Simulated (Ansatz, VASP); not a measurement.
**Se in VASP and in Ansatz**

```xyz
3
Lattice="4.3662 0.0000 0.0000 -2.1831 3.7812 0.0000 0.0000 0.0000 4.9536" Properties=species:S:1:pos:R:3 pbc="T T T"
Se    0.9841    0.0000    1.6512
Se   -0.4921    0.8523    3.3024
Se    1.6910    2.9289    0.0000
```

Alike in both runs: task single point; functional r2SCAN; k mesh 6 × 6 × 4; occupations gaussian, width 0.1 eV; no spin polarisation.

|  | VASP | Ansatz |
| --- | --- | --- |
| version | VASP 6.6.1 | Ansatz 0.2.0 |
| potentials or method | VASP PAW PBE potentials, release 64 (Se), cutoff 520 eV | scalar-relativistic, plane waves, PAW |
| valence electrons in the cell | 18 | 48 |

VASP gave:

```
gap on the k mesh at the Fermi level (eV)                     : 1.26
least direct gap on the mesh (eV)                             : 1.51
pressure (GPa)                                                : 1.3
traceless stress, the component that is largest in VASP (GPa) : 0.57
rms of the force components (eV/Å)                            : 0.033
```

Which values does Ansatz return?

gap on the k mesh at the Fermi level (eV): 1.27; least direct gap on the mesh (eV): 1.52; pressure (GPa): 1.3; traceless stress, the component that is largest in VASP (GPa): 0.58; rms of the force components (eV/Å): 0.031.

VASP's potentials were made for PBE, not for r2SCAN. Atom by atom the forces differ by 0.002 eV/Å (rms over components). With one functional, cell and mesh, what is left measures potentials, basis and numerics. VASP's potentials hold 18 valence electrons a cell and Ansatz's 48, so a difference there can come from the potentials and not from the codes.
